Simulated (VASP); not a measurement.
Set up this calculation in VASP 6.6.1, as the native input.

- Task: relaxation of the atoms
- Functional: r2SCAN
- Potentials or basis: VASP PAW PBE potentials, release 64 (Si, C)
- Cutoff: 520 eV
- k mesh: 12 × 12 × 12
- Occupations: fermi-dirac, width 0.02 eV
- Spin: no spin polarisation
- Dipole correction: no
- Further INCAR settings: ALGO = Normal; EDIFF = 1e-06; IBRION = 2; EDIFFG = -0.01; NSW = 50

SiC (Moissanite 3C):

```
CELL_PARAMETERS angstrom
0.00000 2.16370 2.16370
2.16370 0.00000 2.16370
2.16370 2.16370 0.00000
ATOMIC_POSITIONS crystal
Si 0.00000 0.00000 0.00000
C 0.25000 0.25000 0.25000
```

The input as run:

POSCAR

```
SiC
1.0
    0.0000000000      2.1636989000      2.1636989000
    2.1636989000      0.0000000000      2.1636989000
    2.1636989000      2.1636989000      0.0000000000
Si C
1 1
Direct
    0.0000000000      0.0000000000      0.0000000000
    0.2500000000      0.2500000000      0.2500000000
```

INCAR.step1

```
  PREC = Accurate
  ENCUT = 520
  ISMEAR = -1
  SIGMA = 0.02
  LREAL = F
  LASPH = T
  NELM = 60
  GGA = PE
  ALGO = Normal
  EDIFF = 1E-4
  LWAVE = T
  LCHARG = F
```

INCAR.step2

```
  PREC = Accurate
  ENCUT = 520
  EDIFF = 1E-6
  ISMEAR = -1
  SIGMA = 0.02
  LREAL = F
  LASPH = T
  NELM = 60
  ALGO = Normal
  ISIF = 2
  LWAVE = F
  LCHARG = F
  METAGGA = R2SCAN
  LMIXTAU = T
  IBRION = 2
  NSW = 50
  EDIFFG = -0.01
  ISTART = 1
```

KPOINTS

```
regular mesh
0
Gamma
  12 12 12
```

Potentials or basis: VASP PAW PBE potentials, release 64 (Si, C).

Run with:

```sh
$ cat potpaw_PBE.64/Si/POTCAR potpaw_PBE.64/C/POTCAR > POTCAR
$ cp INCAR.step1 INCAR
$ mpirun -np 1 vasp_std > vasp.out
$ cp INCAR.step2 INCAR
$ mpirun -np 1 vasp_std > vasp.out
```

It gave:

| Quantity | Value |
| --- | --- |
| Pressure after relaxing | 4.5 GPa |
| Band gap on the k mesh | 1.71 eV, indirect (least direct gap 5.09 eV) |

Caveat: the relaxation stopped at its first step, so nothing moved; the PAW data sets were made with another functional, which shifts forces and pressure a little.

Run time: 32 s on 1 thread of Intel Xeon 6975P-C, on a shared host, peak memory 0.14 GiB.
